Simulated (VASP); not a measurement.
Input of a VASP 6.6.1 run:

File INCAR:

```
SYSTEM = AlSi2B4
  ALGO = Normal
  EDIFF = 1E-6
  ENCUT = 520
  GGA = PE
  ISIF = 2
  ISMEAR = 0
  LASPH = .True.
  LCHARG = .False.
  LREAL = .False.
  LWAVE = .False.
  NBANDS = 20
  NELM = 60
  PREC = Accurate
  SIGMA = 0.1
```

Contents of KPOINTS:

```
k-points
0
Gamma
  4 4 6
  0 0 0
```

POSCAR

```
AlSi2B4
1.0
    3.1498222151     -3.1538817989     -0.0050392732
    3.1498222151      3.1538817989     -0.0050392732
   -3.1013835901      0.0000000000      3.5528926271
Al Si B
1 2 4
Direct
    0.0000000000      0.0000000000      0.0000000000
    0.6546619234      0.6546619234      0.3130497062
    0.3453380766      0.3453380766      0.6869502938
    0.0000000000      0.5000000000      0.0000000000
    0.2514877465      0.7485122535      0.5000000000
    0.5000000000      0.0000000000      0.0000000000
    0.7485122535      0.2514877465      0.5000000000
```

Potentials or basis: VASP PAW PBE potentials, release 64 (Al, Si, B).

Launch:

```console
$ cat potpaw_PBE.64/Al/POTCAR potpaw_PBE.64/Si/POTCAR potpaw_PBE.64/B/POTCAR > POTCAR
$ mpirun -np 1 vasp_std > vasp.out
```

(1) Predict the band gap on the k mesh.

(2) Predict the largest force.

## Answers

(1) zero (an odd number of electrons rules out a gap without spin polarisation).

(2) 0.017 eV/Å.

Caveat: the k points lie up to 0.36 Å⁻¹ apart, too coarse for converged energies and pressures of a metal.
